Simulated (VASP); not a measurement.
# W4C4N in VASP: notebook

The runs below take W4C4N through single point, with PBE+D3(BJ).

Everything below comes from runs of VASP 6.6.1. Logs are shortened: lines on timing, memory, paths and dates and some standing lists are left out, and cuts for length are marked.

### 1 The cell of the first run

The cell holds a slab with vacuum, 18 atoms: a = 5.798 Å, b = 5.798 Å, c = 15.246 Å, α = 90.00°, β = 90.00°, γ = 120.00°.

### 2 Single point, PBE+D3(BJ)

INCAR

```
SYSTEM = W4C4N
  PREC = Accurate
  ENCUT = 520
  EDIFF = 1E-6
  ISMEAR = -1
  SIGMA = 0.1
  LREAL = Auto
  LASPH = .TRUE.
  NELM = 100
  ALGO = Normal
  ISIF = 2
  LWAVE = .FALSE.
  LCHARG = .FALSE.
  GGA = PE
  IVDW = 12
  NBANDS = 92
```

KPOINTS

```
regular mesh
0
G
  3 3 1
  0 0 0
```

POSCAR

```
W4C4N
1.0
    5.7980000000      0.0000000000      0.0000000000
   -2.8990000000      5.0212150000      0.0000000000
    0.0000000000      0.0000000000     15.2456000000
W C N
8 8 2
Direct
    0.0000000000      0.0000000000      0.0655926956
    0.0000115258      0.0000806578      0.2525278113
   -0.0000000498      0.4999999004      0.0655926956
   -0.0000002981      0.4999562855      0.2523917721
    0.5000000000      0.0000000000      0.0655926956
    0.4999507112     -0.0000213096      0.2527047148
    0.4999999502      0.4999999004      0.0655926956
    0.4998379548      0.4999194418      0.2525451934
    0.3333297953      0.1666333746      0.1518585034
    0.3331190088      0.1667295664      0.3252981188
    0.3333270422      0.6666778857      0.1518568636
    0.3329801920      0.6663018811      0.3252603374
    0.8333008007      0.1666536884      0.1518604712
    0.8336545068      0.1669492344      0.3252420370
    0.8333087224      0.6666657373      0.1517986173
    0.8332035099      0.6666553812      0.3249479194
    0.9984312177      0.7152705072      0.5424616939
    0.8614414033      0.5017958801      0.5301337435
```

Potentials or basis: VASP PAW PBE potentials, release 64 (W_sv, C, N).

Started as:

```console
cat potpaw_PBE.64/W_sv/POTCAR potpaw_PBE.64/C/POTCAR potpaw_PBE.64/N/POTCAR > POTCAR
mpirun -np 1 vasp_std > vasp.out
```

OUTCAR:

```text
SYSTEM = W4C4N
   PREC = Accurate
   ENCUT = 520
   EDIFF = 1E-6
   ISMEAR = -1
   LREAL = Auto
   LASPH = .TRUE.
   NELM = 100
   ISIF = 2
   GGA = PE
   IVDW = 12
 IVDW          = 12

 ion  position               nearest neighbor table
   1  0.000  0.000  0.066-  15 2.13   9 2.13  13 2.13   2 2.85   3 2.90   7 2.90   5 2.90   5 2.90
                             3 2.90   7 2.90
   2  0.000  0.000  0.253-  16 2.01  10 2.01  14 2.01  13 2.27   9 2.27  15 2.27   1 2.85   8 2.90
                             4 2.90   6 2.90   6 2.90   4 2.90   8 2.90
   3  1.000  0.500  0.066-  15 2.13  11 2.13  13 2.13   4 2.85   1 2.90   5 2.90   7 2.90   7 2.90
                             5 2.90   1 2.90
   4  1.000  0.500  0.252-  16 2.01  14 2.01  12 2.01  13 2.27  11 2.27  15 2.27   3 2.85   8 2.90
                             2 2.90   6 2.90   6 2.90   2 2.90   8 2.90
   5  0.500  0.000  0.066-   9 2.13  13 2.13  11 2.13   6 2.85   7 2.90   3 2.90   1 2.90   1 2.90
                             7 2.90   3 2.90
   6  0.500  1.000  0.253-  10 2.01  14 2.01  12 2.01   9 2.27  11 2.27  13 2.27   5 2.85   4 2.90
                             2 2.90   8 2.90   8 2.90   2 2.90   4 2.90
   7  0.500  0.500  0.066-  15 2.13  11 2.13   9 2.13   8 2.85   5 2.90   1 2.90   3 2.90   3 2.90
                             1 2.90   5 2.90
   8  0.500  0.500  0.253-  16 2.01  12 2.01  10 2.01  11 2.27   9 2.27  15 2.27   7 2.85   2 2.90
                             4 2.90   6 2.90   6 2.90   4 2.90   2 2.90
   9  0.333  0.167  0.152-   5 2.13   1 2.13   7 2.13   2 2.27   8 2.27   6 2.27
  10  0.333  0.167  0.325-   2 2.01   8 2.01   6 2.01
  11  0.333  0.667  0.152-   5 2.13   3 2.13   7 2.13   4 2.27   8 2.27   6 2.27
  12  0.333  0.666  0.325-   8 2.01   4 2.01   6 2.01
  13  0.833  0.167  0.152-   5 2.13   3 2.13   1 2.13   4 2.27   2 2.27   6 2.27
  14  0.834  0.167  0.325-   2 2.01   4 2.01   6 2.01
  15  0.833  0.667  0.152-   7 2.13   1 2.13   3 2.13   4 2.27   2 2.27   8 2.27
  16  0.833  0.667  0.325-   8 2.01   2 2.01   4 2.01
  17  0.998  0.715  0.542-  18 1.10
  18  0.861  0.502  0.530-  17 1.10

  LATTYP: Found a hexagonal cell.
 ALAT       =     5.7980000000
 C/A-ratio  =     2.6294584339

  Lattice vectors:

 A1 = (   5.7980000000,   0.0000000000,   0.0000000000)
 A2 = (  -2.8990000000,   5.0212150000,   0.0000000000)
 A3 = (   0.0000000000,   0.0000000000,  15.2456000000)

Analysis of symmetry for initial positions (statically):
=====================================================================
 Subroutine PRICEL returns:
 Original cell was already a primitive cell.

 Routine SETGRP: Setting up the symmetry group for a
 hexagonal supercell.

 Subroutine GETGRP returns: Found  1 space group operations
 (whereof  1 operations were pure point group operations)
 out of a pool of 24 trial point group operations.

The static configuration has the point symmetry C_1 .

Analysis of symmetry for dynamics (positions and initial velocities):
=====================================================================
 Subroutine PRICEL returns:
 Original cell was already a primitive cell.

 Routine SETGRP: Setting up the symmetry group for a
 hexagonal supercell.

 Subroutine GETGRP returns: Found  1 space group operations
 (whereof  1 operations were pure point group operations)
 out of a pool of 24 trial point group operations.

The dynamic configuration has the point symmetry C_1 .

 Subroutine INISYM returns: Found  1 space group operations
 (whereof  1 operations are pure point group operations),
 and found     1 'primitive' translations

----------------------------------------------------------------------------------------

                                     Primitive cell

  volume of cell :     443.8452

  direct lattice vectors                    reciprocal lattice vectors
     5.798000000  0.000000000  0.000000000     0.172473267  0.099577493  0.000000000
    -2.899000000  5.021215000  0.000000000     0.000000000  0.199154985  0.000000000
     0.000000000  0.000000000 15.245600000     0.000000000  0.000000000  0.065592696

  length of vectors
     5.798000000  5.797999748 15.245600000     0.199154977  0.199154985  0.065592696

  position of ions in fractional coordinates (direct lattice)
     0.000000000  0.000000000  0.065592696
     0.000011526  0.000080658  0.252527811
     0.999999950  0.499999900  0.065592696
     0.999999702  0.499956285  0.252391772
     0.500000000  0.000000000  0.065592696
     0.499950711  0.999978690  0.252704715
[... 10 lines left out ...]
     0.998431218  0.715270507  0.542461694
     0.861441403  0.501795880  0.530133744

  ion indices of the primitive-cell ions
   primitive index   ion index
                 1           1
                 2           2
                 3           3
                 4           4
                 5           5
                 6           6
[... 10 lines left out ...]
                17          17
                18          18

----------------------------------------------------------------------------------------

 KPOINTS: regular mesh

Automatic generation of k-mesh.
 Grid dimensions read from file:
 generate k-points for:    3    3    1

 Generating k-lattice:

  Cartesian coordinates                     Fractional coordinates (reciprocal lattice)
     0.057491089  0.033192498  0.000000000     0.333333333  0.000000000  0.000000000
     0.000000000  0.066384995  0.000000000     0.000000000  0.333333333  0.000000000
     0.000000000  0.000000000  0.065592696     0.000000000  0.000000000  1.000000000

  Length of vectors
     0.066384992  0.066384995  0.065592696

  Shift w.r.t. Gamma in fractional coordinates (k-lattice)
     0.000000000  0.000000000  0.000000000

 Subroutine IBZKPT returns following result:
 ===========================================

 Found      5 irreducible k-points:

 Following reciprocal coordinates:
            Coordinates               Weight
  0.000000  0.000000  0.000000      1.000000
  0.333333 -0.000000  0.000000      2.000000
  0.000000  0.333333  0.000000      2.000000
 -0.333333  0.333333  0.000000      2.000000
  0.333333  0.333333  0.000000      2.000000
   k-points           NKPTS =      5   k-points in BZ     NKDIM =      5   number of bands    NBANDS=     92
   number of dos      NEDOS =    301   number of ions     NIONS =     18
   total plane-waves  NPLWV = 276480
   dimension x,y,z NGX =    48 NGY =   48 NGZ =  120
   dimension x,y,z NGXF=    96 NGYF=   96 NGZF=  240
   ions per type =               8   8   2
   NGX,Y,Z   is equivalent  to a cutoff of  13.76, 13.76, 13.09 a.u.
   NGXF,Y,Z  is equivalent  to a cutoff of  27.53, 27.53, 26.17 a.u.
 SYSTEM =  W4C4N
   PREC   = accura    normal or accurate (medium, high low for compatibility)
   ISTART =      0    job   : 0-new  1-cont  2-samecut
   ICHARG =      2    charge: 1-file 2-atom 10-const
   ISPIN  =      1    spin polarized calculation?
   LNONCOLLINEAR =      F non collinear calculations
   LSORBIT =      F    spin-orbit coupling
   LASPH  =      T    aspherical Exc in radial PAW
   ENCUT  =  520.0 eV  38.22 Ry    6.18 a.u.  10.78 10.78 28.35*2*pi/ulx,y,z
   NELM   =    100;   NELMIN=  2; NELMDL= -5     # of ELM steps
   EDIFF  = 0.1E-05   stopping-criterion for ELM
   LREAL  =      T    real-space projection
   EDIFFG = 0.1E-04   stopping-criterion for IOM
   NSW    =      0    number of steps for IOM
   IBRION =     -1    ionic relax: 0-MD 1-quasi-New 2-CG
   NFREE  =      0    steps in history (QN), initial steepest desc. (CG)
   ISIF   =      2    stress and relaxation
   ISYM   =      2    0-nonsym 1-usesym 2-fastsym
   POTIM  = 0.5000    time-step for ionic-motion
   TEBEG  =    0.0;   TEEND  =   0.0 temperature during run
   PSTRESS=    0.0 pullay stress
   NELECT =     154.0000    total number of electrons
   NUPDOWN=      -1.0000    fix difference up-down
   EMIN   =  10.00;   EMAX   =-10.00  energy-range for DOS
   EFERMI =   0.00;   METHOD = LEGACY
   ISMEAR =    -1;   SIGMA  =   0.10  broadening in eV -4-tet -1-fermi 0-gaus
   EFERMI_NEDOS =   21; number of points for ismear=-14 and -15
   IALGO  =     38    algorithm
   IMIX   =      4    mixing-type and parameters
     AMIX     =   0.40;   BMIX     =  1.00
     AMIX_MAG =   1.60;   BMIX_MAG =  1.00
  volume/ion in A,a.u.               =      24.66       166.40
  Fermi-wavevector in a.u.,A,eV,Ry     =   1.150371  2.173886 18.005314  1.323353
  Thomas-Fermi vector in A             =   2.287035
   LORBIT       =      0    0 simple, 1 ext, 2 COOP (PROOUT), +10 PAW based schemes
   GGA     = PE    functional components
   LHFCALC =     F    Hartree Fock is set to
   AEXX    =    0.0000 exact exchange contribution
   IVDW    =    12    specifies the selected vdW correction
   LEPSILON=     F    determine dielectric tensor
   LRPA    =     F    only Hartree local field effects (RPA)
 non-spin polarized calculation
  energy-cutoff  :      520.00
  volume of cell :      443.85
 maximum number of plane-waves:     11985
 NGX is ok and might be reduce to    48
   NGX = 21   NGY = 21   NGZ = 57

 number of electron     153.9999996 magnetization

 Free energy of the ion-electron system (eV)
  ---------------------------------------------------
  ext. energy  EPLUGINS =         0.00000000
  ---------------------------------------------------
  free energy    TOTEN  =      -179.13484039 eV

  energy without entropy =     -178.99417134  energy(sigma->0) =     -179.06450586

 E-fermi :   1.2662     XC(G=0):  -7.1509

 val. band max:        0.8380396648   @ k =   0.3333   0.3333   0.0000
 cond. band min:       1.3393873394   @ k =   0.0000   0.0000   0.0000
 fundamental gap:      0.5013476746
 Fermi energy:         1.2662237833

 k-point     1 :       0.0000    0.0000    0.0000
  band No.  band energies     occupation
      1     -72.8965      2.00000
      2     -72.8359      2.00000
      3     -72.8330      2.00000
      4     -72.8309      2.00000
      5     -72.8277      2.00000
      6     -72.7706      2.00000
[... 449 lines left out ...]
     88       3.3872      0.00000
     89       3.6623      0.00000
 [bands above 89 left out]

------------------------ aborting loop because EDIFF is reached ----------------------------------------

 Edisp (eV)   -4.88498

 E8    (eV) :    -2.2760

  FORCE on cell =-STRESS in cart. coord.  units (eV):
  Direction    XX          YY          ZZ          XY          YZ          ZX
  --------------------------------------------------------------------------------------
  -------------------------------------------------------------------------------------
  Total       6.53148     8.23391     2.32580     0.29244     0.31244     0.08108
  in kB      23.57712    29.72250     8.39561     1.05562     1.12782     0.29267
  external pressure =       20.57 kB  Pullay stress =        0.00 kB

 VOLUME and BASIS-vectors are now :
 -----------------------------------------------------------------------------
  energy-cutoff  :      520.00
  volume of cell :      443.85
      direct lattice vectors                 reciprocal lattice vectors
     5.798000000  0.000000000  0.000000000     0.172473267  0.099577493  0.000000000
    -2.899000000  5.021215000  0.000000000     0.000000000  0.199154985  0.000000000
     0.000000000  0.000000000 15.245600000     0.000000000  0.000000000  0.065592696

 POSITION                                       TOTAL-FORCE (eV/Angst)
 -----------------------------------------------------------------------------------
      0.00000      0.00000      1.00000         0.000019      0.001940     -0.195804
     -0.00017      0.00041      3.84994         0.001505      0.002166      0.018243
      4.34850      2.51061      1.00000        -0.000513     -0.000868     -0.212297
      4.34862      2.51039      3.84786        -0.001421      0.000813      0.039901
      2.89900      0.00000      1.00000        -0.000381      0.000143     -0.173711
     -0.00022      5.02111      3.85263        -0.001337      0.000784      0.006107
[... 10 lines left out ...]
      3.71533      3.59153      8.27015         0.280340      1.685807      0.281754
      3.53993      2.51963      8.08221        -0.275356     -1.686774     -0.312308
 -----------------------------------------------------------------------------------
    total drift:                               -0.000630      0.000486      0.004921

  FREE ENERGIE OF THE ION-ELECTRON SYSTEM (eV)
  ---------------------------------------------------
  free  energy   TOTEN  =      -184.0198241950 eV

  energy  without entropy=     -183.8791551482  energy(sigma->0) =     -183.94948967
```

Wall time 21 min (1 thread of Intel Xeon 8259CL, shared host); peak memory 0.64 GiB.

Results:

| Quantity | Value |
| --- | --- |
| Free energy | -184.0198 eV |
| Largest force | 1.737 eV/Å |
| Band gap on the k mesh | zero (bands 77 and 78 overlap by 0.71 eV) |
| Dispersion energy per atom | -0.271 eV |

Forces in eV/Å, atoms in the order of the input:
```
W    0.000  0.002 -0.196
W    0.002  0.002  0.018
W   -0.001 -0.001 -0.212
W   -0.001  0.001  0.040
W    0.000  0.000 -0.174
W   -0.001  0.001  0.006
W   -0.002 -0.002 -0.194
W   -0.003 -0.003  0.014
C    0.001  0.000  0.016
C    0.007 -0.004  0.165
C    0.002  0.003  0.015
C   -0.001  0.011  0.162
C   -0.002 -0.003  0.014
C   -0.010 -0.004  0.161
C   -0.001  0.000  0.013
C    0.005 -0.002  0.183
N    0.280  1.686  0.282
N   -0.275 -1.687 -0.312
```

Caveat: the k points lie up to 0.42 Å⁻¹ apart, too coarse for converged energies and pressures of a metal; the standard files for N, O and F lose accuracy on very short bonds; spin-orbit coupling is left out, which moves the levels of the heavy elements.

### 3 Single point, PBE+D3(BJ)

INCAR

```
SYSTEM = W4C4N
PREC     = Accurate       ! precision mode
ENCUT    = 520            ! plane-wave cutoff, eV
EDIFF    = 1E-6           ! SCF threshold, eV
ISMEAR   = -1             ! smearing method
SIGMA    = 0.1            ! smearing width, eV
LREAL    = Auto         
LASPH    = .TRUE.         ! aspherical terms in the spheres
NELM     = 80             ! most SCF steps
ALGO     = Normal         ! electronic algorithm
ISIF     = 2              ! what is computed and relaxed
LWAVE    = .FALSE.        ! write WAVECAR
LCHARG   = .FALSE.        ! write CHGCAR
GGA      = PE             ! functional
IVDW     = 12             ! dispersion correction
NBANDS   = 92             ! bands
```

KPOINTS

```
Automatic mesh
0
G
  3 3 1
  0 0 0
```

POSCAR

```
W4C4N
1.0
    5.7980000000      0.0000000000      0.0000000000
   -2.8990000000      5.0212150000      0.0000000000
    0.0000000000      0.0000000000     15.2456000000
W C N
8 8 2
Direct
    0.0000000000      0.0000000000      0.0655926956
   -0.0002167458     -0.0001433916      0.2526015375
   -0.0000000498      0.4999999004      0.0655926956
   -0.0002244761      0.4997521516      0.2524843233
    0.5000000000      0.0000000000      0.0655926956
    0.4997434909     -0.0002194688      0.2527610589
    0.4999999502      0.4999999004      0.0655926956
    0.4996325349      0.4996928034      0.2526044236
    0.3332400766      0.1665453481      0.1518766726
    0.3328676481      0.1664762413      0.3253866689
    0.3332465309      0.6666075840      0.1518672273
    0.3328105622      0.6660443737      0.3253138610
    0.8332326899      0.1665895605      0.1518989085
    0.8333437971      0.1666827650      0.3253491499
    0.8332467334      0.6665990204      0.1518270845
    0.8328064394      0.6662686222      0.3250777273
    1.0818077744      0.8008135481      0.5397594716
    0.9461708267      0.5862264412      0.5289341187
```

Potentials or basis: VASP PAW PBE potentials, release 64 (W_sv, C, N).

Started as:

```console
cat potpaw_PBE.64/W_sv/POTCAR potpaw_PBE.64/C/POTCAR potpaw_PBE.64/N/POTCAR > POTCAR
mpirun -np 1 vasp_std > vasp.out
```

Wall time 21 min (1 thread of Intel Xeon 8259CL, shared host); peak memory 0.64 GiB.

The run converged. Its results:

```
Free energy                : -184.0252 eV
Largest force              : 1.735 eV/Å
Band gap on the k mesh     : zero (bands 77 and 78 overlap by 0.71 eV)
Dispersion energy per atom : -0.272 eV
```

Forces in eV/Å, atoms in the order of the input:
```
W   -0.003 -0.002 -0.181
W    0.003  0.000  0.017
W   -0.003 -0.005 -0.195
W    0.000  0.002  0.030
W   -0.002 -0.003 -0.161
W    0.000  0.002  0.001
W   -0.005 -0.006 -0.181
W   -0.002 -0.002  0.008
C    0.001  0.000  0.018
C    0.006 -0.005  0.161
C    0.002  0.002  0.016
C   -0.004  0.010  0.157
C    0.000 -0.002  0.012
C   -0.006 -0.004  0.152
C    0.000  0.001  0.013
C    0.007  0.003  0.166
N    0.264  1.697  0.244
N   -0.257 -1.688 -0.277
```

Levels at points of the mesh, in eV from the Fermi level:
| k point | band 74 | band 75 | band 76 | band 77 | band 78 | band 79 | band 80 | band 81 |
| --- | --- | --- | --- | --- | --- | --- | --- | --- |
| (0.00, 0.00, 0.00) | 0.07 | 0.08 | 0.28 | 0.28 | 0.28 | 1.07 | 1.17 | 1.18 |

Caveat: the k points lie up to 0.42 Å⁻¹ apart, too coarse for converged energies and pressures of a metal; the standard files for N, O and F lose accuracy on very short bonds; spin-orbit coupling is left out, which moves the levels of the heavy elements.

### 4 Single point, PBE+D3(BJ)

INCAR

```
SYSTEM = W4C4N
  PREC = Accurate
  ENCUT = 520
  EDIFF = 1E-6
  ISMEAR = -1
  SIGMA = 0.1
  LREAL = Auto
  LASPH = .True.
  NELM = 80
  ALGO = Normal
  ISIF = 2
  LWAVE = .False.
  LCHARG = .False.
  GGA = PE
  IVDW = 12
  NBANDS = 92
```

KPOINTS

```
regular mesh
0
Gamma
  3 3 1
  0 0 0
```

POSCAR

```
W4C4N
1.0
    5.7980000000      0.0000000000      0.0000000000
   -2.8990000000      5.0212150000      0.0000000000
    0.0000000000      0.0000000000     15.2456000000
W C N
8 8 2
Direct
    0.0000000000      0.0000000000      0.0655926956
   -0.0002679510     -0.0002164815      0.2528175998
   -0.0000000498      0.4999999004      0.0655926956
   -0.0002714661      0.4997226767      0.2527575169
    0.5000000000      0.0000000000      0.0655926956
    0.4997158817     -0.0002557150      0.2529209083
    0.4999999502      0.4999999004      0.0655926956
    0.4996325658      0.4996507817      0.2528063179
    0.3332200568      0.1665284199      0.1519482342
    0.3328840406      0.1664248593      0.3256363147
    0.3332263458      0.6665920499      0.1519397728
    0.3329346196      0.6660875904      0.3255549142
    0.8332312548      0.1665835858      0.1519906071
    0.8331820326      0.1665272250      0.3256288372
    0.8332532035      0.6665874694      0.1519210789
    0.8327266824      0.6662108673      0.3254337645
    1.1624157449      0.8870588095      0.5320149420
    1.0300064218      0.6702298149      0.5252213753
```

Started as:

```console
cat potpaw_PBE.64/W_sv/POTCAR potpaw_PBE.64/C/POTCAR potpaw_PBE.64/N/POTCAR > POTCAR
mpirun -np 1 vasp_std > vasp.out
```

Wall time 19 min (1 thread of Intel Xeon 8259CL, shared host); peak memory 0.64 GiB.

It converged, with:

```yaml
Free_energy: -184.0371 eV
Largest_force: 1.735 eV/Å
Band_gap_on_the_k_mesh: zero (bands 77 and 78 overlap by 0.72 eV)
Dispersion_energy_per_atom: -0.272 eV
```

Forces on the atoms (eV/Å):
```
W   -0.004 -0.004 -0.136
W    0.003  0.000 -0.004
W   -0.004 -0.006 -0.143
W    0.002  0.003  0.000
W   -0.002 -0.003 -0.123
W    0.000  0.001 -0.012
W   -0.004 -0.006 -0.137
W    0.000  0.000 -0.007
C    0.001  0.001  0.012
C    0.002 -0.002  0.143
C    0.002  0.002  0.011
C   -0.003  0.006  0.141
C   -0.001 -0.003  0.006
C   -0.003 -0.004  0.134
C    0.000  0.001  0.009
C    0.005  0.002  0.139
N    0.223  1.715  0.146
N   -0.217 -1.703 -0.178
```

Levels at points of the mesh, in eV from the Fermi level:
| k point | band 73 | band 74 | band 75 | band 76 | band 77 | band 78 | band 79 | band 80 | band 81 | band 82 |
| --- | --- | --- | --- | --- | --- | --- | --- | --- | --- | --- |
| (0.00, 0.00, 0.00) | -1.02 | 0.08 | 0.08 | 0.28 | 0.29 | 0.29 | 1.06 | 1.17 | 1.18 | 1.19 |

Caveat: the k points lie up to 0.42 Å⁻¹ apart, too coarse for converged energies and pressures of a metal; the standard files for N, O and F lose accuracy on very short bonds; spin-orbit coupling is left out, which moves the levels of the heavy elements.

(Continued in part 2 of 2.)
